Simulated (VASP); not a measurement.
# BaTiO3 (Barioperovskite) (Amm2) in VASP: notebook

Runs on BaTiO3 (Barioperovskite). Level: PBEsol. Tasks: single point.

Everything below comes from runs of VASP 6.6.1. Logs are shortened: lines on timing, memory, paths and dates and some standing lists are left out, and cuts for length are marked.

## 1. The cell of the first run

Symmetry: Amm2, No. 38, orthorhombic system. Conventional cell: a = 3.932 Å, b = 5.597 Å, c = 5.613 Å, α = 90.00°, β = 90.00°, γ = 90.00°. Within 3.6 Å of Ba (site symmetry mm2) lie 12 O at 2.74 to 2.88 Å and 8 Ti at 3.37 to 3.48 Å. Within 2.5 Å of Ti (site symmetry mm2) lie 6 O at 1.90 to 2.06 Å. Within 2.6 Å of O (site symmetry mm2) lie 2 Ti at 1.97 Å. O (site symmetry m) has 2 Ti at 1.90 to 2.06 Å within 2.5 Å.

## 2. Single point, PBEsol

INCAR reads:

```
PREC     = Accurate       # precision mode
ENCUT    = 910            # plane-wave cutoff, eV
EDIFF    = 1E-6           # SCF threshold, eV
ISMEAR   = 0              # smearing method
SIGMA    = 0.01           # smearing width, eV
LREAL    = F              # projectors in reciprocal space
LASPH    = T              # aspherical terms in the spheres
NELM     = 120            # most SCF steps
ALGO     = Normal         # electronic algorithm
ISIF     = 2              # what is computed and relaxed
LWAVE    = F              # write WAVECAR
LCHARG   = F              # write CHGCAR
GGA      = PS             # functional
NBANDS   = 28             # bands
GGA_COMPAT= F
```

KPOINTS reads:

```
Automatic mesh
0
Gamma
  6 6 6
```

POSCAR reads:

```
BaTiO3
1.0
    3.9316352889      0.0000000000      0.0000000000
    0.0000000000      2.7985588135      2.8066973133
    0.0000000000     -2.7985588135      2.8066973133
Ba Ti O
1 1 3
Direct
    0.0000000000      0.0000000000      0.0000000000
    0.5000000000      0.5124000000      0.5124000000
    0.0000000000      0.4874000000      0.4874000000
    0.5000000000      0.5052400000      0.9918400000
    0.5000000000      0.9918400000      0.5052400000
```

Potentials or basis: VASP PAW PBE potentials, release 64 (Ba_sv, Ti_sv, O_h).

Launch:

```
cat potpaw_PBE.64/Ba_sv/POTCAR potpaw_PBE.64/Ti_sv/POTCAR potpaw_PBE.64/O_h/POTCAR > POTCAR
mpirun -np 1 vasp_std > vasp.out
```

OUTCAR:

```text
PREC = Accurate
   ENCUT = 910
   EDIFF = 1E-6
   ISMEAR = 0
   LREAL = F
   LASPH = T
   NELM = 120
   ISIF = 2
   GGA = PS

 ion  position               nearest neighbor table
   1  0.000  0.000  0.000-   3 2.74   4 2.78   5 2.78   4 2.78   5 2.78   3 2.80   3 2.80   4 2.81
                             5 2.81   5 2.81   4 2.81   3 2.88   2 3.37   2 3.37   2 3.42   2 3.42
   2  0.500  0.512  0.512-   4 1.90   5 1.90   3 1.97   3 1.97   5 2.06   4 2.06   1 3.37   1 3.37
                             1 3.42   1 3.42   1 3.42   1 3.42   1 3.48   1 3.48
   3  0.000  0.487  0.487-   2 1.97   2 1.97   1 2.74   1 2.80   1 2.80   1 2.88
   4  0.500  0.505  0.992-   2 1.90   2 2.06   1 2.78   1 2.78   1 2.81   1 2.81
   5  0.500  0.992  0.505-   2 1.90   2 2.06   1 2.78   1 2.78   1 2.81   1 2.81

  LATTYP: Found a base centered orthorhombic cell.
 ALAT       =     5.5971176270
 B/A-ratio  =     1.0029081039
 C/A-ratio  =     0.7024392823

  Lattice vectors:

 A1 = (   0.0000000000,   2.7985588135,  -2.8066973133)
 A2 = (   0.0000000000,   2.7985588135,   2.8066973133)
 A3 = (   3.9316352889,   0.0000000000,   0.0000000000)

Analysis of symmetry for initial positions (statically):
=====================================================================
 Subroutine PRICEL returns:
 Original cell was already a primitive cell.

 Routine SETGRP: Setting up the symmetry group for a
 base centered orthorhombic supercell.

 Subroutine GETGRP returns: Found  4 space group operations
 (whereof  4 operations were pure point group operations)
 out of a pool of  8 trial point group operations.

The static configuration has the point symmetry C_2v.

Analysis of symmetry for dynamics (positions and initial velocities):
=====================================================================
 Subroutine PRICEL returns:
 Original cell was already a primitive cell.

 Routine SETGRP: Setting up the symmetry group for a
 base centered orthorhombic supercell.

 Subroutine GETGRP returns: Found  4 space group operations
 (whereof  4 operations were pure point group operations)
 out of a pool of  8 trial point group operations.

The dynamic configuration has the point symmetry C_2v.

 Subroutine INISYM returns: Found  4 space group operations
 (whereof  4 operations are pure point group operations),
 and found     1 'primitive' translations

----------------------------------------------------------------------------------------

                                     Primitive cell

  volume of cell :      61.7637

  direct lattice vectors                    reciprocal lattice vectors
     3.931635289  0.000000000  0.000000000     0.254347091  0.000000000  0.000000000
     0.000000000  2.798558814  2.806697313     0.000000000  0.178663388  0.178145323
     0.000000000 -2.798558814  2.806697313     0.000000000 -0.178663388  0.178145323

  length of vectors
     3.931635289  3.963518795  3.963518795     0.254347091  0.252302125  0.252302125

  position of ions in fractional coordinates (direct lattice)
     0.000000000  0.000000000  0.000000000
     0.500000000  0.512400000  0.512400000
     0.000000000  0.487400000  0.487400000
     0.500000000  0.505240000  0.991840000
     0.500000000  0.991840000  0.505240000

  ion indices of the primitive-cell ions
   primitive index   ion index
                 1           1
                 2           2
                 3           3
                 4           4
                 5           5

----------------------------------------------------------------------------------------

 KPOINTS: Automatic mesh

Automatic generation of k-mesh.
 Grid dimensions read from file:
 generate k-points for:    6    6    6

 Generating k-lattice:

  Cartesian coordinates                     Fractional coordinates (reciprocal lattice)
     0.042391182  0.000000000  0.000000000     0.166666667  0.000000000  0.000000000
     0.000000000  0.029777231  0.029690887     0.000000000  0.166666667  0.000000000
     0.000000000 -0.029777231  0.029690887     0.000000000  0.000000000  0.166666667

  Length of vectors
     0.042391182  0.042050354  0.042050354

  Shift w.r.t. Gamma in fractional coordinates (k-lattice)
     0.000000000  0.000000000  0.000000000

 Subroutine IBZKPT returns following result:
 ===========================================

 Found     52 irreducible k-points:

 Following reciprocal coordinates:
            Coordinates               Weight
  0.000000  0.000000  0.000000      1.000000
  0.166667  0.000000  0.000000      2.000000
  0.333333  0.000000  0.000000      2.000000
  0.500000  0.000000  0.000000      1.000000
  0.000000  0.166667  0.000000      4.000000
  0.166667  0.166667  0.000000      8.000000
[... 16 lines left out ...]
  0.333333  0.333333  0.166667      8.000000
  0.500000  0.333333  0.166667      4.000000
 [... further k-points ...]
   k-points           NKPTS =     52   k-points in BZ     NKDIM =     52   number of bands    NBANDS=     28
   number of dos      NEDOS =    301   number of ions     NIONS =      5
   total plane-waves  NPLWV =  64000
   dimension x,y,z NGX =    40 NGY =   40 NGZ =   40
   dimension x,y,z NGXF=    80 NGYF=   80 NGZF=   80
   ions per type =               1   1   3
   NGX,Y,Z   is equivalent  to a cutoff of  16.91, 16.78, 16.78 a.u.
   NGXF,Y,Z  is equivalent  to a cutoff of  33.83, 33.56, 33.56 a.u.
 SYSTEM =  unknown system
   PREC   = accura    normal or accurate (medium, high low for compatibility)
   ISTART =      0    job   : 0-new  1-cont  2-samecut
   ICHARG =      2    charge: 1-file 2-atom 10-const
   ISPIN  =      1    spin polarized calculation?
   LNONCOLLINEAR =      F non collinear calculations
   LSORBIT =      F    spin-orbit coupling
   LASPH  =      T    aspherical Exc in radial PAW
   ENCUT  =  910.0 eV  66.88 Ry    8.18 a.u.   9.67  9.75  9.75*2*pi/ulx,y,z
   NELM   =    120;   NELMIN=  2; NELMDL= -5     # of ELM steps
   EDIFF  = 0.1E-05   stopping-criterion for ELM
   LREAL  =      F    real-space projection
   EDIFFG = 0.1E-04   stopping-criterion for IOM
   NSW    =      0    number of steps for IOM
   IBRION =     -1    ionic relax: 0-MD 1-quasi-New 2-CG
   NFREE  =      0    steps in history (QN), initial steepest desc. (CG)
   ISIF   =      2    stress and relaxation
   ISYM   =      2    0-nonsym 1-usesym 2-fastsym
   POTIM  = 0.5000    time-step for ionic-motion
   TEBEG  =    0.0;   TEEND  =   0.0 temperature during run
   PSTRESS=    0.0 pullay stress
   NELECT =      40.0000    total number of electrons
   NUPDOWN=      -1.0000    fix difference up-down
   EMIN   =  10.00;   EMAX   =-10.00  energy-range for DOS
   EFERMI =   0.00;   METHOD = LEGACY
   ISMEAR =     0;   SIGMA  =   0.01  broadening in eV -4-tet -1-fermi 0-gaus
   EFERMI_NEDOS =   21; number of points for ismear=-14 and -15
   IALGO  =     38    algorithm
   IMIX   =      4    mixing-type and parameters
     AMIX     =   0.40;   BMIX     =  1.00
     AMIX_MAG =   1.60;   BMIX_MAG =  1.00
  volume/ion in A,a.u.               =      12.35        83.36
  Fermi-wavevector in a.u.,A,eV,Ry     =   1.416393  2.676595 27.295585  2.006169
  Thomas-Fermi vector in A             =   2.537732
   LORBIT       =      0    0 simple, 1 ext, 2 COOP (PROOUT), +10 PAW based schemes
   GGA     = PS    functional components
   LHFCALC =     F    Hartree Fock is set to
   AEXX    =    0.0000 exact exchange contribution
   IVDW    =     0    specifies the selected vdW correction
   LEPSILON=     F    determine dielectric tensor
   LRPA    =     F    only Hartree local field effects (RPA)
 non-spin polarized calculation
 Gauss-broadening in eV      SIGMA  =   0.01
  energy-cutoff  :      910.00
  volume of cell :       61.76
 maximum number of plane-waves:      3880
 NGX is ok and might be reduce to    40
   NGX = 19   NGY = 19   NGZ = 19

 number of electron      40.0000002 magnetization

 Free energy of the ion-electron system (eV)
  ---------------------------------------------------
  ext. energy  EPLUGINS =         0.00000000
  ---------------------------------------------------
  free energy    TOTEN  =       -41.97282227 eV

  energy without entropy =      -41.97282227  energy(sigma->0) =      -41.97282227

 E-fermi :   4.5311     XC(G=0): -11.7161

 val. band max:        4.3528199815   @ k =   0.5000   0.5000   0.5000
 cond. band min:       6.2395378148   @ k =   0.0000   0.0000   0.0000
 fundamental gap:      1.8867178333
 Fermi energy:         4.5310893664

 k-point     1 :       0.0000    0.0000    0.0000
  band No.  band energies     occupation
      1     -51.7733      2.00000
      2     -28.1398      2.00000
      3     -28.1369      2.00000
      4     -28.1208      2.00000
      5     -20.3328      2.00000
      6     -12.5388      2.00000
[... 20 lines left out ...]
     27       9.3620      0.00000
     28      11.9401      0.00000

 k-point     2 :       0.1667    0.0000    0.0000
  band No.  band energies     occupation
      1     -51.7730      2.00000
      2     -28.1391      2.00000
      3     -28.1385      2.00000
      4     -28.1358      2.00000
      5     -20.2946      2.00000
      6     -12.5727      2.00000
[... 20 lines left out ...]
     27       9.9055      0.00000
     28      12.6239      0.00000

 k-point     3 :       0.3333    0.0000    0.0000
  band No.  band energies     occupation
      1     -51.7723      2.00000
      2     -28.1725      2.00000
      3     -28.1377      2.00000
      4     -28.1347      2.00000
      5     -20.2163      2.00000
      6     -12.7435      2.00000
[... 20 lines left out ...]
     27      11.2129      0.00000
     28      12.7572      0.00000

 k-point     4 :       0.5000    0.0000    0.0000
  band No.  band energies     occupation
      1     -51.7719      2.00000
      2     -28.1896      2.00000
      3     -28.1370      2.00000
      4     -28.1340      2.00000
      5     -20.1760      2.00000
      6     -12.8518      2.00000
[... 20 lines left out ...]
     27      12.0907      0.00000
     28      12.6614      0.00000

 k-point     5 :       0.0000    0.1667    0.0000
  band No.  band energies     occupation
      1     -51.7730      2.00000
      2     -28.1545      2.00000
      3     -28.1376      2.00000
      4     -28.1202      2.00000
      5     -20.2965      2.00000
      6     -12.5778      2.00000
[... 20 lines left out ...]
     27       9.9218      0.00000
     28      12.6111      0.00000

 k-point     6 :       0.1667    0.1667    0.0000
  band No.  band energies     occupation
      1     -51.7726      2.00000
      2     -28.1537      2.00000
      3     -28.1378      2.00000
      4     -28.1364      2.00000
      5     -20.2618      2.00000
      6     -12.5581      2.00000
[... 463 lines left out ...]
      5     -20.1963      2.00000
      6     -12.6416      2.00000
[... 20 lines left out ...]
     27      11.7591      0.00000
     28      13.1852      0.00000

 k-point    22 :       0.1667    0.3333    0.1667
  band No.  band energies     occupation
      1     -51.7717      2.00000
      2     -28.1841      2.00000
      3     -28.1513      2.00000
      4     -28.1351      2.00000
      5     -20.1701      2.00000
      6     -12.5246      2.00000
[... 20 lines left out ...]
     27      11.9349      0.00000
     28      13.0459      0.00000

 k-point    23 :       0.3333    0.3333    0.1667
  band No.  band energies     occupation
      1     -51.7710      2.00000
      2     -28.1820      2.00000
      3     -28.1686      2.00000
      4     -28.1497      2.00000
      5     -20.1165      2.00000
      6     -12.3221      2.00000
[... 20 lines left out ...]
     27      12.7814      0.00000
     28      12.8673      0.00000

 k-point    24 :       0.5000    0.3333    0.1667
  band No.  band energies     occupation
      1     -51.7707      2.00000
      2     -28.1852      2.00000
      3     -28.1810      2.00000
      4     -28.1490      2.00000
      5     -20.0892      2.00000
      6     -12.2612      2.00000
[... 20 lines left out ...]
     27      12.6895      0.00000
     28      13.1205      0.00000

 [... further k-points ...]

------------------------ aborting loop because EDIFF is reached ----------------------------------------

  FORCE on cell =-STRESS in cart. coord.  units (eV):
  Direction    XX          YY          ZZ          XY          YZ          ZX
  --------------------------------------------------------------------------------------
  -------------------------------------------------------------------------------------
  Total        1.9865062      2.0423550      1.7827134      0.0000000      0.0000000      0.0000000
  in kB       51.5308464     52.9795888     46.2443702      0.0000000      0.0000000      0.0000000
  external PRESSURE =      50.2516018 kB  Pullay stress =       0.0000000 kB

 VOLUME and BASIS-vectors are now :
 -----------------------------------------------------------------------------
  energy-cutoff  :      910.00
  volume of cell :       61.76
      direct lattice vectors                 reciprocal lattice vectors
     3.931635289  0.000000000  0.000000000     0.254347091  0.000000000  0.000000000
     0.000000000  2.798558814  2.806697313     0.000000000  0.178663388  0.178145323
     0.000000000 -2.798558814  2.806697313     0.000000000 -0.178663388  0.178145323

 POSITION                                       TOTAL-FORCE (eV/Angst)
 -----------------------------------------------------------------------------------
      0.00000      0.00000      0.00000         0.000000     -0.000000      0.160518
      1.96582      0.00000      2.87630         0.000000     -0.000000     -0.013151
      0.00000      0.00000      2.73597         0.000000     -0.000000      0.199722
      1.96582     -1.36178      4.20185         0.000000     -0.136707     -0.173545
      1.96582      1.36178      4.20185         0.000000      0.136707     -0.173545
 -----------------------------------------------------------------------------------
    total drift:                                0.000000     -0.000001     -0.001654

  FREE ENERGIE OF THE ION-ELECTRON SYSTEM (eV)
  ---------------------------------------------------
  free  energy   TOTEN  =       -41.9728222695 eV

  energy  without entropy=      -41.9728222695  energy(sigma->0) =      -41.97282227
```

It took 89 s on 1 thread of Intel Xeon 6975P-C (Granite Rapids), shared host; peak memory 0.37 GiB.

What came out:

| Item | Value |
| --- | --- |
| Free energy | -41.9728 eV |
| Pressure | 5.0 GPa |
| Largest force | 0.221 eV/Å |
| Band gap on the k mesh | 1.89 eV, indirect (least direct gap 2.05 eV) |

Forces on the atoms (eV/Å):
```
Ba   0.000  0.000  0.161
Ti   0.000  0.000 -0.013
O    0.000  0.000  0.200
O    0.000 -0.137 -0.174
O    0.000  0.137 -0.174
```

Caveat: the cutoff is under 1.25 times the usual one of these potentials, so pressure, stress and relaxed cells hold a basis-set (Pulay) error; the PAW data sets were made with another functional, which shifts forces and pressure a little; spin-orbit coupling is left out, which moves the levels of the heavy elements.

## 3. Single point, PBEsol

This run uses another cell than the first one, of 13.64 Å³/atom, 1.104 times its volume.

INCAR reads:

```
  PREC = Accurate
  ENCUT = 910
  EDIFF = 1E-6
  ISMEAR = 0
  SIGMA = 0.01
  LREAL = F
  LASPH = T
  NELM = 120
  ALGO = Normal
  ISIF = 2
  LWAVE = F
  LCHARG = F
  GGA = PS
  NBANDS = 28
  GGA_COMPAT = F
```

KPOINTS is that of step 2.

Edit POSCAR of step 2 so:

```diff
@@ -2,5 +2,5 @@
 1.0
-    3.9316352889      0.0000000000      0.0000000000
-    0.0000000000      2.7985588135      2.8066973133
-    0.0000000000     -2.7985588135      2.8066973133
+    4.0636669038      0.0000000000      0.0000000000
+    0.0000000000      2.8925396159      2.9009514217
+    0.0000000000     -2.8925396159      2.9009514217
 Ba Ti O
```

Potentials or basis: VASP PAW PBE potentials, release 64 (Ba_sv, Ti_sv, O_h).

Launch:

```
cat potpaw_PBE.64/Ba_sv/POTCAR potpaw_PBE.64/Ti_sv/POTCAR potpaw_PBE.64/O_h/POTCAR > POTCAR
mpirun -np 1 vasp_std > vasp.out
```

Run time: 6.4 min. Hardware: 1 thread of AMD EPYC, shared host; peak memory 0.37 GiB.

Results (log left out):

| Quantity | Value |
| --- | --- |
| Free energy | -41.8410 eV |
| Pressure | -11.1 GPa |
| Largest force | 0.477 eV/Å |
| Band gap on the k mesh | 1.69 eV, indirect (least direct gap 1.94 eV) |

Forces in eV/Å, atoms in the order of the input:
```
Ba   0.000  0.000  0.143
Ti   0.000  0.000  0.474
O    0.000  0.000  0.239
O    0.000  0.209 -0.428
O    0.000 -0.209 -0.428
```

Stress tensor (GPa, compression positive):
```
-10.99   0.00   0.00
  0.00 -10.82   0.00
  0.00   0.00 -11.36
```

Levels at points of the mesh, in eV from the valence-band top:
```csv
k point,band 18,band 19,band 20,band 21,band 22,band 23
"(0.00, 0.00, 0.00)",-0.39,-0.29,-0.25,1.69,1.75,1.89
"(0.50, 0.00, 0.00)",-1.68,-0.83,-0.78,1.87,3.23,3.31
"(0.00, 0.50, 0.00)",-1.61,-0.82,-0.75,1.92,3.25,3.28
"(0.50, 0.50, 0.00)",-0.93,-0.91,-0.08,3.27,3.28,3.64
"(0.00, 0.50, 0.50)",-0.94,-0.90,-0.13,3.25,3.31,3.64
"(0.50, 0.50, 0.50)",-0.04,-0.01,0.00,3.82,3.86,3.87
```

Caveat: the cutoff is under 1.25 times the usual one of these potentials, so pressure, stress and relaxed cells hold a basis-set (Pulay) error; the PAW data sets were made with another functional, which shifts forces and pressure a little; spin-orbit coupling is left out, which moves the levels of the heavy elements.
